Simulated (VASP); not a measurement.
Input of a VASP 6.6.1 run:

File INCAR:

```
  PREC = Accurate
  ENCUT = 520
  EDIFF = 1E-6
  ISMEAR = 0
  SIGMA = 0.1
  LREAL = False
  LASPH = True
  NELM = 60
  ALGO = Fast
  ISIF = 2
  LWAVE = False
  LCHARG = True
  GGA = PS
  LELF = True
  LVHAR = True
  NBANDS = 36
```

Contents of KPOINTS:

```
regular mesh
0
Gamma
  6 6 2
```

Contents of POSCAR:

```
Pb
1.0
    2.5963856888     -2.3585627163      0.0000000000
    2.5963856888      2.3585627163      0.0000000000
    0.0000000000      0.0000000000      9.8413698827
Pb
4
Direct
    0.7500531421      0.2499468579      0.1249749425
    0.7499468579      0.2500531421      0.6249749425
    0.2499468579      0.7500531421      0.8750250575
    0.2500531421      0.7499468579      0.3750250575
```

Potentials or basis: VASP PAW PBE potentials, release 64 (Pb_d).

Command:

```bash
$ cat potpaw_PBE.64/Pb_d/POTCAR > POTCAR
$ mpirun -np 1 vasp_std > vasp.out
```

Task: What does it give for the band gap on the k mesh?

Result: Zero (band 28 reaches 9.52 eV, above the bottom of band 29 at 6.21 eV).

Task: What does it give for the pressure?

Result: -0.1 GPa.

Caveat: the PAW data sets were made with another functional, which shifts forces and pressure a little; spin-orbit coupling is left out, which moves the levels of the heavy elements.
